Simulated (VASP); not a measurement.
Runs of VASP 6.6.1 on S. The structure is trigonal, space group R-3 (No. 148). Conventional cell: a = 10.818 Å, b = 10.818 Å, c = 4.280 Å, α = 90.00°, β = 90.00°, γ = 120.00°. Within 2.7 Å of S (site symmetry 1) lie 2 S at 2.06 Å. 

```csv
k mesh,gap on the mesh (eV),pressure (GPa),largest force (eV/Å)
6 × 6 × 6,2.07,-1.0,0.22
2 × 2 × 2,(b),-1.2,0.20
5 × 5 × 5,2.17,-1.0,0.22
3 × 3 × 3,(a),-1.0,0.22
```

Alike in all rows: task single point; level PBEsol+D3(BJ); potentials or basis VASP PAW PBE potentials, release 64 (S); no spin polarisation; cell as given; cutoff (eV) 520; smearing gaussian 0.01 eV.

Task: Fill in the values left out.

Result: (a) 2.38; (b) 2.16.

Caveats: some runs use coarse meshes; the PAW data sets were made with another functional, which shifts forces and pressure a little; an odd mesh through Γ misses points on the zone boundary, where band edges can lie (at least some runs).
